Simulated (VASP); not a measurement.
Input of a VASP 6.6.1 run:

Contents of INCAR:

```
  PREC = Accurate
  ENCUT = 520
  EDIFF = 1E-6
  ISMEAR = 0
  SIGMA = 0.05
  LREAL = False
  LASPH = True
  NELM = 80
  ALGO = Normal
  ISIF = 2
  LWAVE = False
  LCHARG = False
  GGA = CA
  NBANDS = 20
```

File KPOINTS:

```
Automatic mesh
0
Gamma
  12 12 2
```

File POSCAR:

```
Te2Mo
1.0
    3.4665480215      0.0000000000      0.0000000000
   -1.7332740108      3.0021186501      0.0000000000
    0.0000000000      0.0000000000     17.5198113284
Te Mo
2 1
Direct
    0.3333333333      0.6666666667      0.9249317969
    0.3333333333      0.6666666667      0.1024657584
    0.0000000000      0.0000000000      0.0000000000
```

Potentials or basis: VASP PAW LDA potentials, release 64 (Te, Mo_sv).

Command:

```console
$ cat potpaw_LDA.64/Te/POTCAR potpaw_LDA.64/Mo_sv/POTCAR > POTCAR
$ mpirun -np 1 vasp_std > vasp.out
```

(1) Predict the band gap on the k mesh.

(2) Predict the largest force.

## Answers

(1) zero (bands 13 and 14 overlap by 0.48 eV).

(2) 8.752 eV/Å.

Caveat: the cell differs from its parent crystal (atom 1 (Te) moved +0.480 Å along Cartesian [0 0 1]); there is no dipole correction, which matters where the two faces differ; spin-orbit coupling is left out, which moves the levels of the heavy elements.
